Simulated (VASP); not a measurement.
Write the native input for VASP 6.6.1 that does the following.

- Task: single point
- Functional: PBEsol
- Potentials or basis: VASP PAW PBE potentials, release 64 (Cu, Pd)
- Cutoff: 520 eV
- k mesh: 9 × 9 × 9
- Occupations: fermi-dirac, width 0.05 eV
- Spin: no spin polarisation
- Dipole correction: no
- Further INCAR settings: ALGO = Normal; EDIFF = 1e-07; NBANDS = 30

The structure of Cu3Pd lies in POSCAR:

```
Cu3Pd
1.0
    3.7220000000      0.0000000000      0.0000000000
    0.0000000000      3.7220000000      0.0000000000
    0.0000000000      0.0000000000      3.6847800000
Cu Pd
3 1
Direct
    0.0000000000      0.5000000000      0.5000000000
    0.5000000000      0.0000000000      0.5000000000
    0.5000000000      0.5000000000      0.0000000000
    0.0000000000      0.0000000000      0.0000000000
```

This cell differs from its parent crystal: zz strain of -1 %.

These files were run (other wordings do the same):

INCAR

```
SYSTEM = Cu3Pd
ALGO = Normal ; EDIFF = 1E-7
ENCUT = 520 ; GGA = PS
ISIF = 2 ; ISMEAR = -1
LASPH = .True. ; LCHARG = .True.
LELF = .True. ; LREAL = .False.
LVHAR = .True. ; LWAVE = .False.
NBANDS = 30 ; NELM = 100
PREC = Accurate ; SIGMA = 0.05
```

KPOINTS

```
k-points
0
Gamma
  9 9 9
  0 0 0
```

Potentials or basis: VASP PAW PBE potentials, release 64 (Cu, Pd).

Run with:

```bash
$ cat potpaw_PBE.64/Cu/POTCAR potpaw_PBE.64/Pd/POTCAR > POTCAR
$ mpirun -np 1 vasp_std > vasp.out
```

It gave:

```json
{
 "Pressure": "-6.6 GPa"
}
```

Caveat: the cell differs from its parent crystal (zz strain of -1 %); the PAW data sets were made with another functional, which shifts forces and pressure a little.

It took 59 s on 1 thread of Intel(R) Xeon(R) Platinum 8559C (Emerald Rapids), with other jobs on the host, peak memory 0.22 GiB.
